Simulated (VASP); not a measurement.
A run of VASP 6.6.1 is set up as follows.

Contents of INCAR:

```
PREC = Accurate
ENCUT = 520
EDIFF = 1E-8
ISMEAR = -1
SIGMA = 0.02
LREAL = Auto
LASPH = True
NELM = 100
ALGO = Normal
ISIF = 2
LWAVE = False
LCHARG = False
GGA = PE
LEFG = True
NBANDS = 82
```

File KPOINTS:

```
regular mesh
0
Gamma
  3 3 3
```

POSCAR

```
SiO2
1.0
   -4.9414789400      4.9414789400      4.9414789400
    4.9414789400     -4.9414789400      4.9414789400
    4.9414789400      4.9414789400     -4.9414789400
Si O
8 16
Direct
    0.3138788000      0.3138788000      0.3138788000
    0.0000000000      0.3138788000      0.0000000000
    0.0000000000      0.0000000000      0.3138788000
    0.3138788000      0.0000000000      0.0000000000
    0.0000000000      0.0000000000      0.6861212000
    0.6861212000      0.0000000000      0.0000000000
    0.0000000000      0.6861212000      0.0000000000
    0.6861212000      0.6861212000      0.6861212000
    0.5000000000      0.5000000000      0.5000000000
    0.0000000000      0.5000000000      0.0000000000
    0.0000000000      0.0000000000      0.5000000000
    0.5000000000      0.0000000000      0.0000000000
    0.1888848800      0.1888848800      0.3777697600
    0.1888848800      0.3777697600      0.1888848800
    0.8111151200      0.0000000000      0.1888848800
    0.0000000000      0.8111151200      0.1888848800
    0.3777697600      0.1888848800      0.1888848800
    0.1888848800      0.8111151200      0.0000000000
    0.8111151200      0.1888848800      0.0000000000
    0.1888848800      0.0000000000      0.8111151200
    0.6222302400      0.8111151200      0.8111151200
    0.8111151200      0.6222302400      0.8111151200
    0.0000000000      0.1888848800      0.8111151200
    0.8111151200      0.8111151200      0.6222302400
```

Potentials or basis: VASP PAW PBE potentials, release 64 (Si, O).

Run with:

```bash
$ cat potpaw_PBE.64/Si/POTCAR potpaw_PBE.64/O/POTCAR > POTCAR
$ mpirun -np 1 vasp_std > vasp.out
```

**Question.** Estimate the pressure.

**Answer.** 3.2 GPa.

**Question.** Predict the band gap on the k mesh.

**Answer.** 5.54 eV.

**Question.** Predict the largest force.

**Answer.** 0.329 eV/Å.

Forces in eV/Å, atoms in the order of the input:
```
Si  -0.041 -0.041 -0.041
Si  -0.041  0.041 -0.041
Si  -0.041 -0.041  0.041
Si   0.041 -0.041 -0.041
Si   0.041  0.041 -0.041
Si  -0.041  0.041  0.041
Si   0.041 -0.041  0.041
Si   0.041  0.041  0.041
O    0.000  0.000  0.000
O    0.000  0.000  0.000
O    0.000  0.000  0.000
O    0.000  0.000  0.000
O    0.233  0.233  0.000
O    0.233  0.000  0.233
O    0.233  0.000 -0.233
O    0.000  0.233 -0.233
O    0.000  0.233  0.233
O   -0.233  0.233  0.000
O    0.233 -0.233  0.000
O   -0.233  0.000  0.233
O    0.000 -0.233 -0.233
O   -0.233  0.000 -0.233
O    0.000 -0.233  0.233
O   -0.233 -0.233  0.000
```

Caveat: the cell stands under pressure; without QUAD_EFG the Cq values of the log hold for a quadrupole moment of 1 mb, not for the nuclei; an odd mesh through Γ misses points on the zone boundary, where band edges can lie.
